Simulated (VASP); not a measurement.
Set up this calculation in VASP 6.6.1, as the native input.

```
Task                   : single point
Functional             : PBE
Potentials or basis    : VASP PAW PBE potentials, release 64 (Fe, Co, C, N)
Cutoff                 : 520 eV
k mesh                 : 4 × 4 × 4
Occupations            : gaussian, width 0.1 eV
Spin                   : collinear spin, ferromagnetic start
Starting moments       : [4.0, 3.0, 0.0, 0.0, 0.0, 0.0, 0.0, 0.0, 0.0, 0.0, 0.0, 0.0, 0.0, 0.0] μB
Dipole correction      : no
Further INCAR settings : ALGO = Normal; EDIFF = 1e-06; NBANDS = 52
```

The structure of FeCoC6N6 lies in POSCAR:

```
FeCoC6N6
1.0
    0.0000000000      5.1074064858      5.1074064858
    5.1074064858      0.0000000000      5.1074064858
    5.1074064858      5.1074064858      0.0000000000
Fe Co C N
1 1 6 6
Direct
    0.5000000000      0.5000000000      0.5000000000
    0.0000000000      0.0000000000      0.0000000000
    0.8168038698      0.1831961302      0.1831961302
    0.1831961302      0.8168038698      0.1831961302
    0.1831961302      0.1831961302      0.8168038698
    0.1831961302      0.8168038698      0.8168038698
    0.8168038698      0.1831961302      0.8168038698
    0.8168038698      0.8168038698      0.1831961302
    0.7026454303      0.2973545697      0.2973545697
    0.2973545697      0.7026454303      0.2973545697
    0.2973545697      0.2973545697      0.7026454303
    0.2973545697      0.7026454303      0.7026454303
    0.7026454303      0.2973545697      0.7026454303
    0.7026454303      0.7026454303      0.2973545697
```

One way to write it, as run:

INCAR

```
SYSTEM = FeCoC6N6
  PREC = Accurate
  ENCUT = 520
  EDIFF = 1E-6
  ISMEAR = 0
  SIGMA = 0.1
  LREAL = .FALSE.
  LASPH = .TRUE.
  NELM = 150
  ALGO = Normal
  ISIF = 2
  LWAVE = .FALSE.
  LCHARG = .FALSE.
  ISPIN = 2
  MAGMOM = 4 3 0 0 0 0 0 0 0 0 0 0 0 0
  LORBIT = 11
  LMAXMIX = 4
  GGA = PE
  NBANDS = 52
```

KPOINTS

```
Automatic mesh
0
G
  4 4 4
  0 0 0
```

Potentials or basis: VASP PAW PBE potentials, release 64 (Fe, Co, C, N).

The run is started by

```console
$ cat potpaw_PBE.64/Fe/POTCAR potpaw_PBE.64/Co/POTCAR potpaw_PBE.64/C/POTCAR potpaw_PBE.64/N/POTCAR > POTCAR
$ mpirun -np 1 vasp_std > vasp.out
```

Results of the run:

```
Pressure                                              : -4.4 GPa
Largest force                                         : 1.685 eV/Å
Band gap on the k mesh                                : zero (filled and empty bands overlap)
Net moment                                            : 1.00 μB per cell
Site moments                                          : Fe +0.89; Co +0.07; C +0.01; N -0.01 μB
Valence electrons inside the program's atomic spheres : Fe 6.82; Co 9.04; C 2.58; N 3.87
```

Caveat: the cell stands under tension; forces of over 1 eV/Å act on the atoms, so gaps and moduli don't describe the material at rest.

Wall time 13 min on 1 thread of Intel Xeon 8259CL, on a shared host, peak memory 0.63 GiB.
